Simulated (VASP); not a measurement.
# Ag (P-1) in VASP: single point with PBE

Aim: the single point of Ag with PBE.

Everything below comes from runs of VASP 6.6.1. Logs are shortened: lines on timing, memory, paths and dates and some standing lists are left out, and cuts for length are marked.

**1. The cell of the first run**

The typed cell holds 2 atoms: a = 2.922 Å, b = 2.922 Å, c = 4.702 Å, α = 90.00°, β = 90.00°, γ = 120.00°.

**2. Single point, PBE**

The input, INCAR:

```
SYSTEM = Ag
  PREC = Accurate
  ENCUT = 520
  EDIFF = 1E-7
  ISMEAR = 0
  SIGMA = 0.1
  LREAL = .False.
  LASPH = .True.
  NELM = 80
  ALGO = Normal
  ISIF = 2
  LWAVE = .False.
  LCHARG = .True.
  GGA = PE
  LELF = .True.
  LVHAR = .True.
  NBANDS = 18
```

The input, KPOINTS:

```
Automatic mesh
0
Gamma
  3 3 1
  0.25 0.25 0.25
```

The input, POSCAR:

```
Ag
1.0
    2.9222991408      0.0000000000      0.0000000000
   -1.4611495704      2.5307852934      0.0000000000
    0.0000000000      0.0000000000      4.7016618100
Ag
2
Direct
    0.2949653003      0.6655888398      0.2476290959
    0.7192996229      0.3283114398      0.7569972214
```

Potentials or basis: VASP PAW PBE potentials, release 64 (Ag).

On the command line:

```
> cat potpaw_PBE.64/Ag/POTCAR > POTCAR
> mpirun -np 1 vasp_std > vasp.out
```

OUTCAR:

```text
SYSTEM = Ag
   PREC = Accurate
   ENCUT = 520
   EDIFF = 1E-7
   ISMEAR = 0
   LREAL = .False.
   LASPH = .True.
   NELM = 80
   ISIF = 2
   GGA = PE

 ion  position               nearest neighbor table
   1  0.295  0.666  0.248-   2 2.73   2 2.81   2 2.86   2 2.94   2 3.01   2 3.08
   2  0.719  0.328  0.757-   1 2.73   1 2.81   1 2.86   1 2.94   1 3.01   1 3.08

  LATTYP: Found a hexagonal cell.
 ALAT       =     2.9222991408
 C/A-ratio  =     1.6088913501

  Lattice vectors:

 A1 = (   2.9222991408,   0.0000000000,   0.0000000000)
 A2 = (  -1.4611495704,   2.5307852934,   0.0000000000)
 A3 = (   0.0000000000,   0.0000000000,   4.7016618100)

Analysis of symmetry for initial positions (statically):
=====================================================================
 Subroutine PRICEL returns:
 Original cell was already a primitive cell.

 Routine SETGRP: Setting up the symmetry group for a
 hexagonal supercell.

 Subroutine GETGRP returns: Found  2 space group operations
 (whereof  1 operations were pure point group operations)
 out of a pool of 24 trial point group operations.

The static configuration has the point symmetry C_1 .
 The point group associated with its full space group is S_2 .

Analysis of symmetry for dynamics (positions and initial velocities):
=====================================================================
 Subroutine PRICEL returns:
 Original cell was already a primitive cell.

 Routine SETGRP: Setting up the symmetry group for a
 hexagonal supercell.

 Subroutine GETGRP returns: Found  2 space group operations
 (whereof  1 operations were pure point group operations)
 out of a pool of 24 trial point group operations.

The dynamic configuration has the point symmetry C_1 .
 The point group associated with its full space group is S_2 .

 Subroutine INISYM returns: Found  2 space group operations
 (whereof  1 operations are pure point group operations),
 and found     1 'primitive' translations

----------------------------------------------------------------------------------------

                                     Primitive cell

  volume of cell :      34.7721

  direct lattice vectors                    reciprocal lattice vectors
     2.922299141  0.000000000  0.000000000     0.342196316  0.197567135  0.000000000
    -1.461149570  2.530785293  0.000000000     0.000000000  0.395134270  0.000000000
     0.000000000  0.000000000  4.701661810     0.000000000  0.000000000  0.212690755

  length of vectors
[... 77 lines left out ...]
   LNONCOLLINEAR =      F non collinear calculations
   LSORBIT =      F    spin-orbit coupling
   LASPH  =      T    aspherical Exc in radial PAW
   ENCUT  =  520.0 eV  38.22 Ry    6.18 a.u.   5.43  5.43  8.74*2*pi/ulx,y,z
   NELM   =     80;   NELMIN=  2; NELMDL= -5     # of ELM steps
   EDIFF  = 0.1E-06   stopping-criterion for ELM
   LREAL  =      F    real-space projection
   EDIFFG = 0.1E-05   stopping-criterion for IOM
   NSW    =      0    number of steps for IOM
   IBRION =     -1    ionic relax: 0-MD 1-quasi-New 2-CG
   NFREE  =      0    steps in history (QN), initial steepest desc. (CG)
   ISIF   =      2    stress and relaxation
   ISYM   =      2    0-nonsym 1-usesym 2-fastsym
   POTIM  = 0.5000    time-step for ionic-motion
   TEBEG  =    0.0;   TEEND  =   0.0 temperature during run
   PSTRESS=    0.0 pullay stress
   NELECT =      22.0000    total number of electrons
   NUPDOWN=      -1.0000    fix difference up-down
   EMIN   =  10.00;   EMAX   =-10.00  energy-range for DOS
   EFERMI =   0.00;   METHOD = LEGACY
   ISMEAR =     0;   SIGMA  =   0.10  broadening in eV -4-tet -1-fermi 0-gaus
   EFERMI_NEDOS =   21; number of points for ismear=-14 and -15
   IALGO  =     38    algorithm
   IMIX   =      4    mixing-type and parameters
     AMIX     =   0.40;   BMIX     =  1.00
     AMIX_MAG =   1.60;   BMIX_MAG =  1.00
  volume/ion in A,a.u.               =      17.39       117.33
  Fermi-wavevector in a.u.,A,eV,Ry     =   1.405417  2.655853 26.874194  1.975198
  Thomas-Fermi vector in A             =   2.527880
   LORBIT       =      0    0 simple, 1 ext, 2 COOP (PROOUT), +10 PAW based schemes
   GGA     = PE    functional components
   LHFCALC =     F    Hartree Fock is set to
   AEXX    =    0.0000 exact exchange contribution
   IVDW    =     0    specifies the selected vdW correction
   LEPSILON=     F    determine dielectric tensor
   LRPA    =     F    only Hartree local field effects (RPA)
 non-spin polarized calculation
 Gauss-broadening in eV      SIGMA  =   0.10
  energy-cutoff  :      520.00
  volume of cell :       34.77
 maximum number of plane-waves:       942
 NGX is ok and might be reduce to    24
   NGX = 11   NGY = 11   NGZ = 17

 number of electron      22.0000000 magnetization

 Free energy of the ion-electron system (eV)
  ---------------------------------------------------
  ext. energy  EPLUGINS =         0.00000000
  ---------------------------------------------------
  free energy    TOTEN  =        -5.03014591 eV

  energy without entropy =       -5.01228043  energy(sigma->0) =       -5.02121317

 E-fermi :   8.0378     XC(G=0): -12.0885

 val. band max:        8.0267185412   @ k =  -0.2500   0.0833   0.2500
 cond. band min:       8.0464059946   @ k =   0.0833   0.4167  -0.2500
 fundamental gap:      0.0196874534
 Fermi energy:         8.0377907461

 k-point     1 :       0.0833    0.0833    0.2500
  band No.  band energies     occupation
      1       1.5162      2.00000
      2       2.3298      2.00000
      3       3.1880      2.00000
      4       3.2658      2.00000
      5       3.4720      2.00000
      6       3.7209      2.00000
[... 481 lines left out ...]
      5       3.4949      2.00000
      6       3.6447      2.00000
[... 10 lines left out ...]
     17      24.0590      0.00000
     18      25.1623      0.00000

 [... further k-points ...]
[... 5 lines left out ...]
  --------------------------------------------------------------------------------------
  -------------------------------------------------------------------------------------
  Total        0.5302966      0.6533364      2.1843897      0.2396868      0.0385372      0.0926204
  in kB       24.4341986     30.1034373    100.6489722     11.0439211      1.7756587      4.2676234
  external PRESSURE =      51.7288694 kB  Pullay stress =       0.0000000 kB

 VOLUME and BASIS-vectors are now :
 -----------------------------------------------------------------------------
  energy-cutoff  :      520.00
  volume of cell :       34.77
      direct lattice vectors                 reciprocal lattice vectors
     2.922299141  0.000000000  0.000000000     0.342196316  0.197567135  0.000000000
    -1.461149570  2.530785293  0.000000000     0.000000000  0.395134270  0.000000000
     0.000000000  0.000000000  4.701661810     0.000000000  0.000000000  0.212690755

 POSITION                                       TOTAL-FORCE (eV/Angst)
 -----------------------------------------------------------------------------------
     -0.11055      1.68446      1.16427         0.226102      0.116679      0.303229
      1.62230      0.83089      3.55914        -0.226102     -0.116679     -0.303229
 -----------------------------------------------------------------------------------
    total drift:                               -0.000003      0.000002      0.000000

  FREE ENERGIE OF THE ION-ELECTRON SYSTEM (eV)
  ---------------------------------------------------
  free  energy   TOTEN  =        -5.0301459058 eV

  energy  without entropy=       -5.0122804311  energy(sigma->0) =       -5.02121317
```

OSZICAR:

```text
N       E                     dE             d eps       ncg     rms          rms(c)
DAV:   1     0.124705372696E+03    0.12471E+03   -0.11824E+04  1952   0.122E+03
DAV:   2    -0.351817727268E+01   -0.12822E+03   -0.12219E+03  2006   0.267E+02
DAV:   3    -0.552897103193E+01   -0.20108E+01   -0.20016E+01  2228   0.376E+01
DAV:   4    -0.553499854679E+01   -0.60275E-02   -0.60269E-02  2148   0.203E+00
DAV:   5    -0.553504713814E+01   -0.48591E-04   -0.48592E-04  2088   0.195E-01    0.742E+00
DAV:   6    -0.504992781565E+01    0.48512E+00   -0.12031E+00  2026   0.119E+01    0.500E+00
DAV:   7    -0.503595613887E+01    0.13972E-01   -0.11258E-02  2098   0.962E-01    0.279E+00
DAV:   8    -0.503011454103E+01    0.58416E-02   -0.11341E-03  2054   0.291E-01    0.758E-02
DAV:   9    -0.503013478312E+01   -0.20242E-04   -0.30999E-05  2132   0.497E-02    0.282E-02
DAV:  10    -0.503014593806E+01   -0.11155E-04   -0.73371E-06  2160   0.242E-02    0.370E-03
DAV:  11    -0.503014590581E+01    0.32248E-07   -0.22362E-07  1840   0.383E-03
   1 F= -.50301459E+01 E0= -.50212132E+01  d E =-.178655E-01
```

stdout:

```text
POSCAR found type information on POSCAR Ag
 POSCAR found :  1 types and       2 ions
 scaLAPACK will be used
 LDA part: xc-table for (Slater+PW92), standard interpolation
 POSCAR, INCAR and KPOINTS ok, starting setup
 FFT: planning ... GRIDC
 FFT: planning ... GRID_SOFT
 FFT: planning ... GRID
 WAVECAR not read
 entering main loop
```

Run time: 12 s. Hardware: 1 thread of Intel Xeon Platinum 8488C (Sapphire Rapids), shared host; peak memory 0.17 GiB.

What came out:

```
Free energy            : -5.0301 eV
Pressure               : 5.2 GPa
Largest force          : 0.396 eV/Å
Band gap on the k mesh : zero (band 11 reaches 9.57 eV, above the bottom of band 12 at 6.99 eV)
```

Forces on the atoms (eV/Å):
```
Ag   0.226  0.117  0.303
Ag  -0.226 -0.117 -0.303
```

Caveat: the k points lie up to 1.34 Å⁻¹ apart.
